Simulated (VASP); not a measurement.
# SrVO3 (Pm-3m) in VASP: further runs

Runs on SrVO3. Level: PBE. Tasks: single point.

Everything below comes from runs of VASP 6.6.1. Logs are shortened: lines on timing, memory, paths and dates and some standing lists are left out, and cuts for length are marked.

### 1 The cell of the first run

The structure is cubic, space group Pm-3m (No. 221). The conventional cell has a = 3.841 Å, b = 3.841 Å, c = 3.841 Å, α = 90.00°, β = 90.00°, γ = 90.00°. Within 3.6 Å of Sr (site symmetry m-3m) lie 12 O at 2.72 Å and 8 V at 3.33 Å. V (site symmetry m-3m) has 6 O at 1.92 Å within 2.5 Å. O (site symmetry 4/mmm) has 2 V at 1.92 Å within 2.5 Å.

### 2 Single point, PBE, collinear spin, ferromagnetic start

Input file INCAR:

```
  PREC = Accurate
  ENCUT = 1340
  EDIFF = 1E-6
  ISMEAR = -1
  SIGMA = 0.5
  LREAL = F
  LASPH = T
  NELM = 200
  ALGO = Normal
  ISIF = 2
  LWAVE = F
  LCHARG = F
  ISPIN = 2
  MAGMOM = 0 1.5 0 0 0
  LORBIT = 11
  LMAXMIX = 4
  GGA = PE
  NBANDS = 32
  GGA_COMPAT = F
```

Input file KPOINTS:

```
regular mesh
0
Gamma
  6 6 6
```

Input file POSCAR:

```
SrVO3
1.0
    3.8409000000      0.0000000000      0.0000000000
    0.0000000000      3.8409000000      0.0000000000
    0.0000000000      0.0000000000      3.8409000000
Sr V O
1 1 3
Direct
    0.5000000000      0.5000000000      0.5000000000
    0.0000000000      0.0000000000      0.0000000000
    0.5000000000      0.0000000000      0.0000000000
    0.0000000000      0.5000000000      0.0000000000
    0.0000000000      0.0000000000      0.5000000000
```

Potentials or basis: VASP PAW PBE potentials, release 64 (Sr_sv, V_sv, O_h).

Started as:

```bash
$ cat potpaw_PBE.64/Sr_sv/POTCAR potpaw_PBE.64/V_sv/POTCAR potpaw_PBE.64/O_h/POTCAR > POTCAR
$ mpirun -np 1 vasp_std > vasp.out
```

OUTCAR:

```text
PREC = Accurate
   ENCUT = 1340
   EDIFF = 1E-6
   ISMEAR = -1
   LREAL = F
   LASPH = T
   NELM = 200
   ISIF = 2
   ISPIN = 2
   LORBIT = 11
   GGA = PE

 ion  position               nearest neighbor table
   1  0.500  0.500  0.500-   3 2.72   4 2.72   5 2.72   3 2.72   4 2.72   3 2.72   5 2.72   3 2.72
                             4 2.72   5 2.72   4 2.72   5 2.72   2 3.33   2 3.33   2 3.33   2 3.33
   2  0.000  0.000  0.000-   3 1.92   4 1.92   5 1.92   5 1.92   4 1.92   3 1.92   1 3.33   1 3.33
                             1 3.33   1 3.33   1 3.33   1 3.33   1 3.33   1 3.33
   3  0.500  0.000  0.000-   2 1.92   2 1.92   1 2.72   1 2.72   1 2.72   1 2.72
   4  0.000  0.500  0.000-   2 1.92   2 1.92   1 2.72   1 2.72   1 2.72   1 2.72
   5  0.000  0.000  0.500-   2 1.92   2 1.92   1 2.72   1 2.72   1 2.72   1 2.72

  LATTYP: Found a simple cubic cell.
 ALAT       =     3.8409000000

  Lattice vectors:

 A1 = (   3.8409000000,   0.0000000000,   0.0000000000)
 A2 = (   0.0000000000,   3.8409000000,   0.0000000000)
 A3 = (   0.0000000000,   0.0000000000,   3.8409000000)

Analysis of symmetry for initial positions (statically):
=====================================================================
 Subroutine PRICEL returns:
 Original cell was already a primitive cell.

 Routine SETGRP: Setting up the symmetry group for a
 simple cubic supercell.

 Subroutine GETGRP returns: Found 48 space group operations
 (whereof 48 operations were pure point group operations)
 out of a pool of 48 trial point group operations.

The static configuration has the point symmetry O_h .

Analysis of symmetry for dynamics (positions and initial velocities):
=====================================================================
 Subroutine PRICEL returns:
 Original cell was already a primitive cell.

 Routine SETGRP: Setting up the symmetry group for a
 simple cubic supercell.

 Subroutine GETGRP returns: Found 48 space group operations
 (whereof 48 operations were pure point group operations)
 out of a pool of 48 trial point group operations.

The dynamic configuration has the point symmetry O_h .

Analysis of structural, dynamic, and magnetic symmetry:
=====================================================================
 Subroutine PRICEL returns:
 Original cell was already a primitive cell.

 Routine SETGRP: Setting up the symmetry group for a
 simple cubic supercell.

 Subroutine GETGRP returns: Found 48 space group operations
 (whereof 48 operations were pure point group operations)
 out of a pool of 48 trial point group operations.

The overall configuration has the point symmetry O_h .

 Subroutine INISYM returns: Found 48 space group operations
 (whereof 48 operations are pure point group operations),
 and found     1 'primitive' translations

----------------------------------------------------------------------------------------

                                     Primitive cell

  volume of cell :      56.6629

  direct lattice vectors                    reciprocal lattice vectors
     3.840900000  0.000000000  0.000000000     0.260355646  0.000000000  0.000000000
     0.000000000  3.840900000  0.000000000     0.000000000  0.260355646  0.000000000
     0.000000000  0.000000000  3.840900000     0.000000000  0.000000000  0.260355646

  length of vectors
     3.840900000  3.840900000  3.840900000     0.260355646  0.260355646  0.260355646

  position of ions in fractional coordinates (direct lattice)
     0.500000000  0.500000000  0.500000000
     0.000000000  0.000000000  0.000000000
     0.500000000  0.000000000  0.000000000
     0.000000000  0.500000000  0.000000000
     0.000000000  0.000000000  0.500000000

  ion indices of the primitive-cell ions
   primitive index   ion index
                 1           1
                 2           2
                 3           3
                 4           4
                 5           5

----------------------------------------------------------------------------------------

[... 25 lines left out ...]
            Coordinates               Weight
  0.000000  0.000000  0.000000      1.000000
  0.166667  0.000000  0.000000      6.000000
  0.333333  0.000000  0.000000      6.000000
  0.500000  0.000000  0.000000      3.000000
  0.166667  0.166667  0.000000     12.000000
  0.333333  0.166667  0.000000     24.000000
[... 12 lines left out ...]
  0.500000  0.500000  0.333333      6.000000
  0.500000  0.500000  0.500000      1.000000
   k-points           NKPTS =     20   k-points in BZ     NKDIM =     20   number of bands    NBANDS=     32
   number of dos      NEDOS =    301   number of ions     NIONS =      5
   total plane-waves  NPLWV = 110592
   dimension x,y,z NGX =    48 NGY =   48 NGZ =   48
   dimension x,y,z NGXF=    96 NGYF=   96 NGZF=   96
   ions per type =               1   1   3
   NGX,Y,Z   is equivalent  to a cutoff of  20.78, 20.78, 20.78 a.u.
   NGXF,Y,Z  is equivalent  to a cutoff of  41.55, 41.55, 41.55 a.u.
 SYSTEM =  unknown system
   PREC   = accura    normal or accurate (medium, high low for compatibility)
   ISTART =      0    job   : 0-new  1-cont  2-samecut
   ICHARG =      2    charge: 1-file 2-atom 10-const
   ISPIN  =      2    spin polarized calculation?
   LNONCOLLINEAR =      F non collinear calculations
   LSORBIT =      F    spin-orbit coupling
   LASPH  =      T    aspherical Exc in radial PAW
   ENCUT  = 1340.0 eV  98.49 Ry    9.92 a.u.  11.46 11.46 11.46*2*pi/ulx,y,z
   NELM   =    200;   NELMIN=  2; NELMDL= -5     # of ELM steps
   EDIFF  = 0.1E-05   stopping-criterion for ELM
   LREAL  =      F    real-space projection
   EDIFFG = 0.1E-04   stopping-criterion for IOM
   NSW    =      0    number of steps for IOM
   IBRION =     -1    ionic relax: 0-MD 1-quasi-New 2-CG
   NFREE  =      0    steps in history (QN), initial steepest desc. (CG)
   ISIF   =      2    stress and relaxation
   ISYM   =      2    0-nonsym 1-usesym 2-fastsym
   POTIM  = 0.5000    time-step for ionic-motion
   TEBEG  =    0.0;   TEEND  =   0.0 temperature during run
   PSTRESS=    0.0 pullay stress
   NELECT =      41.0000    total number of electrons
   NUPDOWN=      -1.0000    fix difference up-down
   EMIN   =  10.00;   EMAX   =-10.00  energy-range for DOS
   EFERMI =   0.00;   METHOD = LEGACY
   ISMEAR =    -1;   SIGMA  =   0.50  broadening in eV -4-tet -1-fermi 0-gaus
   EFERMI_NEDOS =   21; number of points for ismear=-14 and -15
   IALGO  =     38    algorithm
   IMIX   =      4    mixing-type and parameters
     AMIX     =   0.40;   BMIX     =  1.00
     AMIX_MAG =   1.60;   BMIX_MAG =  1.00
  volume/ion in A,a.u.               =      11.33        76.48
  Fermi-wavevector in a.u.,A,eV,Ry     =   1.469726  2.777380 29.389880  2.160095
  Thomas-Fermi vector in A             =   2.585069
   LORBIT       =     11    0 simple, 1 ext, 2 COOP (PROOUT), +10 PAW based schemes
   GGA     = PE    functional components
   LHFCALC =     F    Hartree Fock is set to
   AEXX    =    0.0000 exact exchange contribution
   IVDW    =     0    specifies the selected vdW correction
   LEPSILON=     F    determine dielectric tensor
   LRPA    =     F    only Hartree local field effects (RPA)
 spin polarized calculation
  energy-cutoff  :     1340.00
  volume of cell :       56.66
 maximum number of plane-waves:      6382
 NGX is ok and might be reduce to    48
   NGX = 23   NGY = 23   NGZ = 23

 number of electron      41.0000000 magnetization       0.0011421

 number of electron      41.0000000 magnetization      -0.0000437

 Free energy of the ion-electron system (eV)
  ---------------------------------------------------
  ext. energy  EPLUGINS =         0.00000000
  ---------------------------------------------------
  free energy    TOTEN  =       -39.96267807 eV

  energy without entropy =      -38.69396202  energy(sigma->0) =      -39.32832004

 E-fermi :   6.4111     XC(G=0): -11.5763

 val. band max:        6.3950564343   @ k =   0.1667   0.1667   0.0000
 cond. band min:       6.4444070615   @ k =   0.1667   0.0000   0.0000
 fundamental gap:      0.0493506272
 Fermi energy:         6.4110591139

 spin component 1

 k-point     1 :       0.0000    0.0000    0.0000
  band No.  band energies     occupation
      1     -59.0528      1.00000
      2     -32.8968      1.00000
      3     -32.8968      1.00000
      4     -32.8968      1.00000
      5     -27.8451      1.00000
      6     -13.0501      1.00000
[... 689 lines left out ...]
     31      15.5186      0.00000
     32      19.7223      0.00000
 Fermi energy:         6.4110591139

 spin component 2

 k-point     1 :       0.0000    0.0000    0.0000
  band No.  band energies     occupation
      1     -59.0528      1.00000
      2     -32.8968      1.00000
      3     -32.8968      1.00000
      4     -32.8968      1.00000
      5     -27.8452      1.00000
      6     -13.0501      1.00000
[... 689 lines left out ...]
     31      15.5186      0.00000
     32      19.7224      0.00000

------------------------ aborting loop because EDIFF is reached ----------------------------------------

  FORCE on cell =-STRESS in cart. coord.  units (eV):
  Direction    XX          YY          ZZ          XY          YZ          ZX
  --------------------------------------------------------------------------------------
  -------------------------------------------------------------------------------------
  Total        2.0488138      2.0488138      2.0488138      0.0000000      0.0000000     -0.0000000
  in kB       57.9314077     57.9314077     57.9314077      0.0000000      0.0000000     -0.0000000
  external PRESSURE =      57.9314077 kB  Pullay stress =       0.0000000 kB

 VOLUME and BASIS-vectors are now :
 -----------------------------------------------------------------------------
  energy-cutoff  :     1340.00
  volume of cell :       56.66
      direct lattice vectors                 reciprocal lattice vectors
     3.840900000  0.000000000  0.000000000     0.260355646  0.000000000  0.000000000
     0.000000000  3.840900000  0.000000000     0.000000000  0.260355646  0.000000000
     0.000000000  0.000000000  3.840900000     0.000000000  0.000000000  0.260355646

 POSITION                                       TOTAL-FORCE (eV/Angst)
 -----------------------------------------------------------------------------------
      1.92045      1.92045      1.92045         0.000000      0.000000      0.000000
      0.00000      0.00000      0.00000         0.000000      0.000000      0.000000
      1.92045      0.00000      0.00000         0.000000      0.000000      0.000000
      0.00000      1.92045      0.00000         0.000000      0.000000      0.000000
      0.00000      0.00000      1.92045         0.000000      0.000000      0.000000
 -----------------------------------------------------------------------------------
    total drift:                                0.000000     -0.000000      0.000000

  FREE ENERGIE OF THE ION-ELECTRON SYSTEM (eV)
  ---------------------------------------------------
  free  energy   TOTEN  =       -39.9626780669 eV

  energy  without entropy=      -38.6939620206  energy(sigma->0) =      -39.32832004

 total charge

# of ion       s       p       d       tot
------------------------------------------
    1        2.000   5.805   0.219   8.024
    2        2.285   6.350   2.956  11.591
    3        1.041   2.338   0.000   3.379
    4        1.041   2.338   0.000   3.379
    5        1.041   2.338   0.000   3.379
--------------------------------------------------
tot          7.407  19.169   3.175  29.751

 magnetization (x)

# of ion       s       p       d       tot
------------------------------------------
    1       -0.000  -0.000  -0.000  -0.000
    2       -0.000   0.000  -0.000  -0.000
    3       -0.000  -0.000   0.000  -0.000
    4       -0.000  -0.000   0.000  -0.000
    5       -0.000  -0.000   0.000  -0.000
--------------------------------------------------
tot         -0.000  -0.000  -0.000  -0.000
```

Run time: 3.7 min. Hardware: 1 thread of Intel Xeon Platinum 8488C (Sapphire Rapids), shared host; peak memory 0.55 GiB.

What came out:

```yaml
Free_energy: -39.9627 eV
Pressure: 5.8 GPa
Net_moment: 0.00 μB per cell
Valence_electrons_inside_the_program's_atomic_spheres: Sr 8.02; V 11.59; O 3.38
```

Levels at points of the mesh, in eV from the Fermi level:
Spin up:
```tsv
k point	band 16	band 17	band 18	band 19	band 20	band 21	band 22	band 23	band 24	band 25
(0.00, 0.00, 0.00)	-2.95	-2.95	-2.11	-2.11	-2.11	-0.59	-0.59	-0.59	1.66	1.66
(0.50, 0.00, 0.00)	-4.25	-4.25	-3.81	-2.55	-2.55	-0.46	1.33	1.33	1.68	3.96
(0.50, 0.50, 0.00)	-4.79	-3.80	-3.32	-3.32	-1.82	1.31	1.31	1.68	2.69	5.85
(0.50, 0.50, 0.50)	-5.60	-5.60	-1.72	-1.72	-1.72	1.91	1.91	1.91	5.52	5.52
```
Spin down:
```csv
k point,band 18,band 19,band 20,band 21,band 22,band 23
"(0.00, 0.00, 0.00)",-2.11,-2.11,-2.11,-0.59,-0.59,-0.59
"(0.50, 0.00, 0.00)",-3.81,-2.55,-2.55,-0.46,1.33,1.33
"(0.50, 0.50, 0.00)",-3.32,-3.32,-1.82,1.31,1.31,1.68
"(0.50, 0.50, 0.50)",-1.72,-1.72,-1.72,1.91,1.91,1.91
```

Caveat: the cell stands under pressure; so wide a smearing shifts energies and pressures; the moments typed at the start vanished in this run; semilocal functionals often make such compounds metallic where correlation or magnetic order opens a gap, which also shifts bond lengths. With open d or f shells a metallic result of PBE can be an artefact of self-interaction; +U or a hybrid may open a gap.

### 3 Single point, PBE, collinear spin, ferromagnetic start

Input file INCAR:

```
SYSTEM = SrVO3
PREC = Accurate
ENCUT = 1340
EDIFF = 1E-6
ISMEAR = -1
SIGMA = 0.2
LREAL = .FALSE.
LASPH = .TRUE.
NELM = 200
ALGO = Normal
ISIF = 2
LWAVE = .FALSE.
LCHARG = .FALSE.
ISPIN = 2
MAGMOM = 0 1.5 0 0 0
LORBIT = 11
LMAXMIX = 4
GGA = PE
NBANDS = 32
GGA_COMPAT = .FALSE.
```

Input file KPOINTS:

```
Automatic mesh
0
G
  6 6 6
  0 0 0
```

POSCAR is that of step 2.

Potentials or basis: VASP PAW PBE potentials, release 64 (Sr_sv, V_sv, O_h).

Started as:

```bash
$ cat potpaw_PBE.64/Sr_sv/POTCAR potpaw_PBE.64/V_sv/POTCAR potpaw_PBE.64/O_h/POTCAR > POTCAR
$ mpirun -np 1 vasp_std > vasp.out
```

It took 2.4 min on 1 thread of Intel Xeon 6975P-C (Granite Rapids), shared host; peak memory 0.55 GiB.

Results (log left out):

| Quantity | Value |
| --- | --- |
| Free energy | -39.4040 eV |
| Pressure | 3.8 GPa |
| Net moment | 0.00 μB per cell |
| Valence electrons inside the program's atomic spheres | Sr 8.02; V 11.59; O 3.38 |

Levels at points of the mesh, in eV from the Fermi level:
Spin up:
```csv
k point,band 17,band 18,band 19,band 20,band 21,band 22,band 23,band 24
"(0.00, 0.00, 0.00)",-3.18,-2.34,-2.34,-2.34,-0.88,-0.88,-0.88,1.36
"(0.50, 0.00, 0.00)",-4.49,-4.04,-2.78,-2.78,-0.76,1.05,1.05,1.38
"(0.50, 0.50, 0.00)",-4.04,-3.55,-3.55,-2.05,1.02,1.02,1.38,2.39
"(0.50, 0.50, 0.50)",-5.84,-1.95,-1.95,-1.95,1.61,1.61,1.61,5.30
```
Spin down:
| k point | band 16 | band 17 | band 18 | band 19 | band 20 | band 21 | band 22 | band 23 | band 24 | band 25 |
| --- | --- | --- | --- | --- | --- | --- | --- | --- | --- | --- |
| (0.00, 0.00, 0.00) | -3.18 | -3.18 | -2.34 | -2.34 | -2.34 | -0.88 | -0.88 | -0.88 | 1.36 | 1.36 |
| (0.50, 0.00, 0.00) | -4.49 | -4.49 | -4.04 | -2.78 | -2.78 | -0.75 | 1.05 | 1.05 | 1.38 | 3.67 |
| (0.50, 0.50, 0.00) | -5.03 | -4.04 | -3.55 | -3.55 | -2.05 | 1.03 | 1.03 | 1.39 | 2.39 | 5.56 |
| (0.50, 0.50, 0.50) | -5.84 | -5.84 | -1.95 | -1.95 | -1.95 | 1.62 | 1.62 | 1.62 | 5.30 | 5.30 |

Caveat: the cell stands under pressure; the moments typed at the start vanished in this run; semilocal functionals often make such compounds metallic where correlation or magnetic order opens a gap, which also shifts bond lengths. With open d or f shells a metallic result of PBE can be an artefact of self-interaction; +U or a hybrid may open a gap.
